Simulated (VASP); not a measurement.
The system is Ho2Sb2N.

```
Ho Sb N
1.0
     6.17142    0.00000    0.00000
    -3.08571    5.34461    0.00000
     0.00000    0.00000    7.84616
Ho Sb N
4 4 2
Direct
  0.33333 0.66667 0.65969
  0.33333 0.66667 0.34031
  0.66667 0.33333 0.34031
  0.66667 0.33333 0.65969
  0.50665 0.00000 0.00000
  0.00000 0.50665 0.00000
  0.49335 0.49335 0.00000
  0.00000 0.00000 0.00000
  0.00000 0.00000 0.78530
  0.00000 0.00000 0.21470
```

The cell was generated, and may not be a known phase.

| Item | Value |
| --- | --- |
| Program | VASP 6.6.1 |
| Task | relaxation of cell and atoms |
| Functional | PBE |
| Potentials or basis | VASP PAW PBE potentials, release 64 (Ho_3, Sb, N), 4f in core |
| Cutoff | 600 eV |
| k mesh | 3 × 3 × 2 |
| Occupations | gaussian, width 0.2 eV |
| Spin | no spin polarisation |

At the start: pressure 13.3 GPa; volume 25.88 Å³/atom.

Problem. Where does the relaxation end?

Solution. Over 20 steps the energy falls by 573.8 meV/atom and the volume is 31.66 Å³/atom (+22.3 %); space group P6/mmm (No. 191, to 0.1 Å) before, P-62m (No. 189, to 0.1 Å).

The path:
```tsv
step	energy change (eV)	largest force (eV/Å)	pressure (GPa)	volume (Å³)
1	0.0000	11.9878	13.25	258.80
2	-1.1930	1.2536	-7.49	343.71
3	-4.1151	2.0998	-3.02	292.82
4	-4.1686	2.1734	-2.53	290.31
5	-4.2166	2.3597	-1.15	284.09
6	-4.2183	2.3351	-1.35	284.89
7	-5.0090	1.3323	0.14	279.56
8	-5.3239	0.1454	3.60	271.89
9	-5.3432	0.2221	2.77	273.40
10	-5.5298	0.5903	-0.26	291.60
11	-5.5309	0.6443	-0.48	293.23
12	-5.6280	0.3868	-0.01	297.64
13	-5.6639	1.0711	1.66	306.68
14	-5.6864	0.1258	0.67	302.18
15	-5.6912	0.4679	1.05	304.11
16	-5.7208	0.5390	0.49	313.60
17	-5.7223	0.5699	0.36	316.35
18	-5.7340	0.1101	-0.37	318.06
19	-5.7349	0.1046	-0.22	317.69
20	-5.7378	0.0531	-0.07	316.59
```

Final structure:
```yaml
crystal:
  lattice:
    - [6.67287, 0.00000, 0.00000]
    - [-3.33643, 5.77887, 0.00000]
    - [0.00000, 0.00000, 8.21003]
  atoms:
    - { symbol: Ho, position: [0.33333, 0.66667, 0.71917] }
    - { symbol: Ho, position: [0.33333, 0.66667, 0.28083] }
    - { symbol: Ho, position: [0.66667, 0.33333, 0.28083] }
    - { symbol: Ho, position: [0.66667, 0.33333, 0.71917] }
    - { symbol: Sb, position: [0.50963, 0.00000, 0.00000] }
    - { symbol: Sb, position: [0.00000, 0.50963, 0.00000] }
    - { symbol: Sb, position: [0.49037, 0.49037, 0.00000] }
    - { symbol: Sb, position: [0.00000, 0.00000, 0.00000] }
    - { symbol: N, position: [0.00000, 0.00000, 0.76261] }
    - { symbol: N, position: [0.00000, 0.00000, 0.23739] }
```

Caveat: the k points lie up to 0.38 Å⁻¹ apart in the final cell, too coarse for converged energies and pressures of a metal; the volume moved by over 15 % at a fixed basis, so the end points are rough; the run has no spin polarisation, though such a crystal can be magnetic; the relaxation stopped at a loose force limit of 0.08 eV/Å, so its end isn't a converged minimum.
